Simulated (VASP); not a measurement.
Input of a VASP 6.6.1 run:

File INCAR:

```
PREC = Accurate ; ENCUT = 520
EDIFF = 1E-6 ; ISMEAR = 0
SIGMA = 0.05 ; LREAL = Auto
LASPH = T ; NELM = 100
ALGO = Normal ; ISIF = 2
LWAVE = F ; LCHARG = T
GGA = PS ; LELF = T
LVHAR = T ; NBANDS = 163
NELECT = 254.0
```

The input KPOINTS:

```
regular mesh
0
Gamma
  2 2 2
```

The input POSCAR:

```
C
1.0
    7.1400000000      0.0000000000      0.0000000000
    0.0000000000      7.1400000000      0.0000000000
    0.0000000000      0.0000000000      7.1400000000
C
63
Direct
    0.4991673669     -0.0007647059      0.0008326331
    0.6255495798      0.1244504202      0.1254528011
    0.7507647059      0.2508326331      0.0008326331
    0.8750000000      0.3750000000      0.1250000000
    0.7506703081     -0.0006703081      0.2512072829
    0.8769865546      0.1231214286      0.3768785714
   -0.0006703081     -0.0006703081     -0.0012072829
    0.1244504202      0.1244504202      0.1245471989
    0.2496100840      0.2496100840     -0.0003899160
    0.3750000000      0.3750000000      0.1250000000
    0.5003899160      0.5003899160     -0.0003899160
    0.6255495798      0.6255495798      0.1245471989
    0.7506703081      0.7506703081     -0.0012072829
    0.8750000000      0.8750000000      0.1250000000
    0.2508326331     -0.0007647059      0.2491673669
    0.3754528011      0.1244504202      0.3755495798
    0.5003899160      0.2496100840      0.2503899160
    0.6255495798      0.3745471989      0.3755495798
    0.7507647059      0.4991673669      0.2491673669
    0.8730134454      0.6268785714      0.3768785714
    0.5012072829     -0.0006703081      0.5006703081
    0.6268785714      0.1231214286      0.6269865546
    0.7506703081      0.2487927171      0.5006703081
    0.8750000000      0.3750000000      0.6250000000
    0.7415934174      0.0084065826      0.7584065826
    0.8730134454      0.1231214286      0.8731214286
   -0.0007647059      0.4991673669      0.0008326331
    0.1244504202      0.6255495798      0.1254528011
    0.2508326331      0.7507647059      0.0008326331
    0.3750000000      0.8750000000      0.1250000000
   -0.0007647059      0.2508326331      0.2491673669
    0.1244504202      0.3754528011      0.3755495798
    0.2496100840      0.5003899160      0.2503899160
    0.3745471989      0.6255495798      0.3755495798
    0.4991673669      0.7507647059      0.2491673669
    0.6268785714      0.8730134454      0.3768785714
    0.0084065826      0.0084065826      0.4915934174
    0.1231214286      0.1231214286      0.6230134454
    0.2508326331      0.2508326331      0.5007647059
    0.3750000000      0.3750000000      0.6250000000
    0.4991673669      0.4991673669      0.5007647059
    0.6268785714      0.6268785714      0.6230134454
    0.7415934174      0.7415934174      0.4915934174
    0.2487927171     -0.0006703081      0.7493296919
    0.3745471989      0.1244504202      0.8744504202
    0.4991673669      0.2508326331      0.7492352941
    0.6255495798      0.3754528011      0.8744504202
    0.7506703081      0.5012072829      0.7493296919
    0.8769865546      0.6268785714      0.8731214286
   -0.0006703081      0.7506703081      0.2512072829
    0.1231214286      0.8769865546      0.3768785714
   -0.0006703081      0.5012072829      0.5006703081
    0.1231214286      0.6268785714      0.6269865546
    0.2487927171      0.7506703081      0.5006703081
    0.3750000000      0.8750000000      0.6250000000
   -0.0006703081      0.2487927171      0.7493296919
    0.1244504202      0.3745471989      0.8744504202
    0.2508326331      0.4991673669      0.7492352941
    0.3754528011      0.6255495798      0.8744504202
    0.5012072829      0.7506703081      0.7493296919
    0.6268785714      0.8769865546      0.8731214286
    0.0084065826      0.7415934174      0.7584065826
    0.1231214286      0.8730134454      0.8731214286
```

Potentials or basis: VASP PAW PBE potentials, release 64 (C).

The run is started by

```sh
$ cat potpaw_PBE.64/C/POTCAR > POTCAR
$ mpirun -np 1 vasp_std > vasp.out
```

Task: Estimate the largest force.

Result: 0.030 eV/Å.

Forces in eV/Å, atoms in the order of the input:
```
C    0.007  0.001 -0.007
C   -0.003  0.003 -0.004
C   -0.001 -0.007 -0.007
C    0.000  0.000  0.000
C    0.001 -0.001  0.006
C   -0.012  0.019 -0.019
C   -0.001 -0.001 -0.006
C    0.003  0.003  0.004
C    0.000  0.000  0.000
C    0.000  0.000  0.000
C    0.000  0.000  0.000
C   -0.003 -0.003  0.004
C    0.001  0.001 -0.006
C    0.000  0.000  0.000
C   -0.007  0.001  0.007
C   -0.004  0.003 -0.003
C    0.000  0.000  0.000
C   -0.003  0.004 -0.003
C   -0.001  0.007  0.007
C    0.012 -0.019 -0.019
C    0.006 -0.001  0.001
C   -0.019  0.019 -0.012
C    0.001 -0.006  0.001
C    0.000  0.000  0.000
C    0.017 -0.017 -0.017
C    0.012  0.019  0.019
C    0.001  0.007 -0.007
C    0.003 -0.003 -0.004
C   -0.007 -0.001 -0.007
C    0.000  0.000  0.000
C    0.001 -0.007  0.007
C    0.003 -0.004 -0.003
C    0.000  0.000  0.000
C    0.004 -0.003 -0.003
C    0.007 -0.001  0.007
C   -0.019  0.012 -0.019
C   -0.017 -0.017  0.017
C    0.019  0.019  0.012
C   -0.007 -0.007 -0.001
C    0.000  0.000  0.000
C    0.007  0.007 -0.001
C   -0.019 -0.019  0.012
C    0.017  0.017  0.017
C   -0.006 -0.001 -0.001
C    0.004  0.003  0.003
C    0.007 -0.007  0.001
C   -0.003 -0.004  0.003
C    0.001  0.006 -0.001
C   -0.012 -0.019  0.019
C   -0.001  0.001  0.006
C    0.019 -0.012 -0.019
C   -0.001  0.006  0.001
C    0.019 -0.019 -0.012
C   -0.006  0.001  0.001
C    0.000  0.000  0.000
C   -0.001 -0.006 -0.001
C    0.003  0.004  0.003
C   -0.007  0.007  0.001
C   -0.004 -0.003  0.003
C    0.006  0.001 -0.001
C   -0.019 -0.012  0.019
C   -0.017  0.017 -0.017
C    0.019  0.012  0.019
```

Caveat: the k points lie up to 0.44 Å⁻¹ apart; the cell carries a net charge on a neutralising background, which shifts energy and pressure; the PAW data sets were made with another functional, which shifts forces and pressure a little.
